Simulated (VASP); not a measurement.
# MgSe (Fm-3m) in VASP: further runs, part 2 of 2

VASP 6.6.1. The steps go on from the part before.

## Step 5: Single point, PBE

INCAR reads:

```
ALGO = Normal
EDIFF = 1E-6
ENCUT = 600
GGA = PE
GGA_COMPAT = False
ISIF = 2
ISMEAR = -1
LASPH = True
LCHARG = True
LELF = True
LREAL = False
LVHAR = True
LWAVE = False
NBANDS = 11
NELECT = 9.0
NELM = 120
PREC = Accurate
SIGMA = 0.13
```

KPOINTS reads:

```
k-points
0
Gamma
  4 4 4
```

POSCAR reads:

```
MgSe
1.0
    0.0000000000      2.7337235204      2.7337235204
    2.7337235204      0.0000000000      2.7337235204
    2.7337235204      2.7337235204      0.0000000000
Mg Se
1 1
Direct
    0.0000000000      0.0000000000      0.0000000000
    0.5000000000      0.5000000000      0.5000000000
```

Potentials or basis: VASP PAW PBE potentials, release 64 (Mg, Se).

The run is started by

```sh
$ cat potpaw_PBE.64/Mg/POTCAR potpaw_PBE.64/Se/POTCAR > POTCAR
$ mpirun -np 1 vasp_std > vasp.out
```

OUTCAR:

```text
EDIFF = 1E-6
   ENCUT = 600
   GGA = PE
   ISIF = 2
   ISMEAR = -1
   LASPH = True
   LREAL = False
   NELECT = 9.0
   NELM = 120
   PREC = Accurate

 ion  position               nearest neighbor table
   1  0.000  0.000  0.000-   2 2.73   2 2.73   2 2.73   2 2.73   2 2.73   2 2.73
   2  0.500  0.500  0.500-   1 2.73   1 2.73   1 2.73   1 2.73   1 2.73   1 2.73

  LATTYP: Found a face centered cubic cell.
 ALAT       =     5.4674470408

  Lattice vectors:

 A1 = (   0.0000000000,   2.7337235204,   2.7337235204)
 A2 = (   2.7337235204,   0.0000000000,   2.7337235204)
 A3 = (   2.7337235204,   2.7337235204,   0.0000000000)

Analysis of symmetry for initial positions (statically):
=====================================================================
 Subroutine PRICEL returns:
 Original cell was already a primitive cell.

 Routine SETGRP: Setting up the symmetry group for a
 face centered cubic supercell.

 Subroutine GETGRP returns: Found 48 space group operations
 (whereof 48 operations were pure point group operations)
 out of a pool of 48 trial point group operations.

The static configuration has the point symmetry O_h .

Analysis of symmetry for dynamics (positions and initial velocities):
=====================================================================
 Subroutine PRICEL returns:
 Original cell was already a primitive cell.

 Routine SETGRP: Setting up the symmetry group for a
 face centered cubic supercell.

 Subroutine GETGRP returns: Found 48 space group operations
 (whereof 48 operations were pure point group operations)
 out of a pool of 48 trial point group operations.

The dynamic configuration has the point symmetry O_h .

 Subroutine INISYM returns: Found 48 space group operations
 (whereof 48 operations are pure point group operations),
 and found     1 'primitive' translations

----------------------------------------------------------------------------------------

[... 101 lines left out ...]
   LHFCALC =     F    Hartree Fock is set to
   AEXX    =    0.0000 exact exchange contribution
   IVDW    =     0    specifies the selected vdW correction
   LEPSILON=     F    determine dielectric tensor
   LRPA    =     F    only Hartree local field effects (RPA)
 non-spin polarized calculation
  energy-cutoff  :      600.00
  volume of cell :       40.86
 maximum number of plane-waves:      1380
 NGX is ok and might be reduce to    32
   NGX = 15   NGY = 15   NGZ = 15

 number of electron       9.0000000 magnetization

 Free energy of the ion-electron system (eV)
  ---------------------------------------------------
  ext. energy  EPLUGINS =         0.00000000
  ---------------------------------------------------
  free energy    TOTEN  =        -1.18212864 eV

  energy without entropy =       -1.10728833  energy(sigma->0) =       -1.14470849

 E-fermi :   6.4812     XC(G=0):  -9.9757

 val. band max:        6.3517303605   @ k =   0.5000   0.0000   0.0000
 cond. band min:       6.4825097997   @ k =   0.5000   0.5000   0.0000
 fundamental gap:      0.1307794392
 Fermi energy:         6.4811726720

 k-point     1 :       0.0000    0.0000    0.0000
  band No.  band energies     occupation
      1     -10.1776      2.00000
      2       2.7691      2.00000
      3       2.7691      2.00000
      4       2.7691      2.00000
      5       5.1667      1.99992
      6      10.0079      0.00000
      7      10.0079      0.00000
      8      10.0079      0.00000
      9      12.6815      0.00000
     10      12.6815      0.00000
     11      13.3062      0.00000
[... 85 lines left out ...]
 k-point     8 :      -0.2500    0.5000    0.2500
  band No.  band energies     occupation
      1      -8.6994      2.00000
      2      -0.6033      2.00000
      3      -0.6033      2.00000
      4       0.1979      2.00000
      5       7.2836      0.00416
      6       9.6357      0.00000
      7      10.1139      0.00000
      8      10.1139      0.00000
      9      15.7165      0.00000
     10      15.7165      0.00000
     11      17.4286      0.00000

------------------------ aborting loop because EDIFF is reached ----------------------------------------

  FORCE on cell =-STRESS in cart. coord.  units (eV):
  Direction    XX          YY          ZZ          XY          YZ          ZX
  --------------------------------------------------------------------------------------
  -------------------------------------------------------------------------------------
  Total       10.2724967     10.2724967     10.2724967     -0.0000000     -0.0000000      0.0000000
  in kB      402.8031215    402.8031215    402.8031215     -0.0000000     -0.0000000      0.0000000
  external PRESSURE =     402.8031215 kB  Pullay stress =       0.0000000 kB

 VOLUME and BASIS-vectors are now :
 -----------------------------------------------------------------------------
  energy-cutoff  :      600.00
  volume of cell :       40.86
      direct lattice vectors                 reciprocal lattice vectors
     0.000000000  2.733723520  2.733723520    -0.182900720  0.182900720  0.182900720
     2.733723520  0.000000000  2.733723520     0.182900720 -0.182900720  0.182900720
     2.733723520  2.733723520  0.000000000     0.182900720  0.182900720 -0.182900720

 POSITION                                       TOTAL-FORCE (eV/Angst)
 -----------------------------------------------------------------------------------
      0.00000      0.00000      0.00000         0.000000      0.000000     -0.000000
      2.73372      2.73372      2.73372        -0.000000     -0.000000      0.000000
 -----------------------------------------------------------------------------------
    total drift:                               -0.000000     -0.000000      0.000000

  FREE ENERGIE OF THE ION-ELECTRON SYSTEM (eV)
  ---------------------------------------------------
  free  energy   TOTEN  =        -1.1821286440 eV

  energy  without entropy=       -1.1072883321  energy(sigma->0) =       -1.14470849
```

OSZICAR:

```text
N       E                     dE             d eps       ncg     rms          rms(c)
DAV:   1     0.332926588590E+02    0.33293E+02   -0.39541E+03   176   0.693E+02
DAV:   2     0.263381928527E+00   -0.33029E+02   -0.31170E+02   216   0.107E+02
DAV:   3    -0.130348623130E+01   -0.15669E+01   -0.15521E+01   212   0.253E+01
DAV:   4    -0.131156754432E+01   -0.80813E-02   -0.80795E-02   209   0.221E+00
DAV:   5    -0.131162375129E+01   -0.56207E-04   -0.56208E-04   211   0.187E-01    0.536E+00
DAV:   6    -0.120072692372E+01    0.11090E+00   -0.10144E+00   188   0.398E+00    0.300E+00
DAV:   7    -0.118483322692E+01    0.15894E-01   -0.64429E-02   203   0.128E+00    0.126E+00
DAV:   8    -0.118214150144E+01    0.26917E-02   -0.40138E-03   197   0.374E-01    0.107E-01
DAV:   9    -0.118210362811E+01    0.37873E-04   -0.33879E-04   188   0.873E-02    0.533E-02
DAV:  10    -0.118213581263E+01   -0.32185E-04   -0.79969E-05   194   0.533E-02    0.172E-02
DAV:  11    -0.118212883287E+01    0.69798E-05   -0.16646E-05   191   0.177E-02    0.501E-03
DAV:  12    -0.118212864404E+01    0.18882E-06   -0.87292E-07   100   0.540E-03
   1 F= -.11821286E+01 E0= -.11447085E+01  d E =-.748403E-01
```

Run time: 8.7 s. Hardware: 1 thread of Intel Xeon Platinum 8375C at 2.90GHz (Ice Lake), shared host; peak memory 0.17 GiB.

Results:

- Free energy: -1.1821 eV

Caveat: the k points lie up to 0.50 Å⁻¹ apart; the cell carries a net charge on a neutralising background, which shifts energy and pressure; the cell is charged against a uniform background, so pressure and absolute levels hang on convention.

## Step 6: Overview

```csv
level,spin,k mesh,smearing,gap on the mesh (eV),pressure (GPa)
PBE,off,"4 × 4 × 3, shifted",gaussian 0.1 eV,2.07,1.3
PBE,"non-collinear, zero start, SOC",4 × 4 × 4,tetrahedron,-,1.7
PBE+D3(BJ),off,4 × 4 × 4,tetrahedron,1.75,-1.2
```

Alike in all rows: task single point; potentials or basis VASP PAW PBE potentials, release 64 (Mg, Se); cell as given; cutoff (eV) 600.

Caveats: all runs use coarse meshes.

Total energies depend on the potentials used, so only differences within one code and one set of settings carry meaning.
